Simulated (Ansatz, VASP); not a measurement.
AlCr3Ga4: VASP beside Ansatz

INCAR

```
SYSTEM = AlCr3Ga4
PREC     = Accurate       ! precision mode
ENCUT    = 520            ! plane-wave cutoff, eV
EDIFF    = 1E-6           ! SCF threshold, eV
ISMEAR   = -1             ! smearing method
SIGMA    = 0.05           ! smearing width, eV
LREAL    = .FALSE.        ! projectors in reciprocal space
LASPH    = .TRUE.         ! aspherical terms in the spheres
NELM     = 100            ! most SCF steps
ALGO     = Normal         ! electronic algorithm
ISIF     = 2              ! what is computed and relaxed
LWAVE    = .FALSE.        ! write WAVECAR
LCHARG   = .TRUE.         ! write CHGCAR
GGA      = PE             ! functional
LELF     = .TRUE.         ! ELF
LVHAR    = .TRUE.       
NBANDS   = 56             ! bands
```

Contents of KPOINTS:

```
Automatic mesh
0
G
  5 2 5
  0 0 0
```

The input POSCAR:

```
AlCr3Ga4
1.0
    3.4456460000      0.0000000000      0.0000000000
    0.0000000000      9.2616180000      0.0000000000
    0.0000000000      0.0000000000      3.4225200000
Cr Al Ga
3 1 4
Direct
    0.0000000000      0.3120000000      0.0000000000
    0.0000000000      0.6880000000      0.0000000000
    0.5000000000      0.0000000000      0.0000000000
    0.5000000000      0.5000000000      0.5000000000
    0.5000000000      0.2120000000      0.5000000000
    0.5000000000      0.7880000000      0.5000000000
    0.0000000000      0.1060000000      0.5000000000
    0.0000000000      0.8940000000      0.5000000000
```

Input for Ansatz:

```yaml
crystal:
  lattice:
    - [3.445646, 0.0, 0.0]
    - [0.0, 9.261618, 0.0]
    - [0.0, 0.0, 3.42252]
  atoms:
    - { symbol: Cr, position: [0.0, 0.312, 0.0] }
    - { symbol: Cr, position: [0.0, 0.688, 0.0] }
    - { symbol: Al, position: [0.5, 0.5, 0.5] }
    - { symbol: Ga, position: [0.5, 0.212, 0.5] }
    - { symbol: Ga, position: [0.5, 0.788, 0.5] }
    - { symbol: Ga, position: [0.0, 0.106, 0.5] }
    - { symbol: Ga, position: [0.0, 0.894, 0.5] }
    - { symbol: Cr, position: [0.5, 0.0, 0.0] }
  symmetry: { tolerance: 0.0003 }
kpoints:
  mp_grid: { grid: [5, 2, 5], shift: [0, 0, 0] }
magnetization:
  spin_polarized: false
scf:
  occupations: { method: fermi_dirac, width: 0.05 }
hamiltonian:
  pseudopotentials: { kind: paw }
  xc: pbe
basis:
  ecutwfc: 420
output:
  forces: true
  stress: true
  eigenvalues: true
```

Alike in both runs: task single point; functional PBE; k mesh 5 × 2 × 5; occupations fermi-dirac, width 0.05 eV; no spin polarisation.

|  | VASP | Ansatz |
| --- | --- | --- |
| version | VASP 6.6.1 | Ansatz 0.2.0 |
| potentials or method | VASP PAW PBE potentials, release 64 (Cr_pv, Al, Ga_d), cutoff 520 eV | PAW plane waves |
| valence electrons in the cell | 91 | 97 |

```csv
,VASP,Ansatz,Ansatz less VASP
gap on the k mesh at the Fermi level (eV),none,none,-
rms of the force components (eV/Å),2.522,2.451,-0.0702
```

A gap of «none» marks a metal or a gap that the smearing closes. With one functional, cell and mesh, what is left measures potentials, basis and numerics. VASP's potentials hold 91 valence electrons a cell and Ansatz's 97, so a difference there can come from the potentials and not from the codes.

The k mesh is coarse, so the values compare programs but aren't converged.
